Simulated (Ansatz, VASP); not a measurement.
## Si in VASP and in Ansatz

```
CELL_PARAMETERS angstrom
2.74398 2.74398 0.00000
-2.74398 2.74398 0.00000
0.00000 2.74398 2.69577
ATOMIC_POSITIONS crystal
Si 0.25000 0.75000 0.50000
Si 0.00000 0.00000 0.00000
```

Change from the starting cell: film at in-plane strain +0.01.

Alike in both runs: task single point; functional PBEsol; k mesh 8 × 8 × 8; no spin polarisation.

|  | VASP | Ansatz |
| --- | --- | --- |
| version | VASP 6.6.1 | Ansatz 0.2.0 |
| potentials or method | VASP PAW PBE potentials, release 64 (Si), cutoff 520 eV | all-electron LAPW, scalar-relativistic |
| occupations | gaussian, width 0.01 eV | fixed |

|  | VASP | Ansatz | Ansatz less VASP |
| --- | --- | --- | --- |
| gap on the k mesh at the Fermi level (eV) | 0.34 | 0.35 | +0.007 |
| pressure (GPa) | -1.0 | -1.2 | -0.15 |
| traceless stress, the component that is largest in VASP (GPa) | 1.08 | 1.08 | +0.002 |

VASP's potentials were made for PBE, not for PBEsol. Ansatz ran all-electron here, and VASP with PAW potentials.
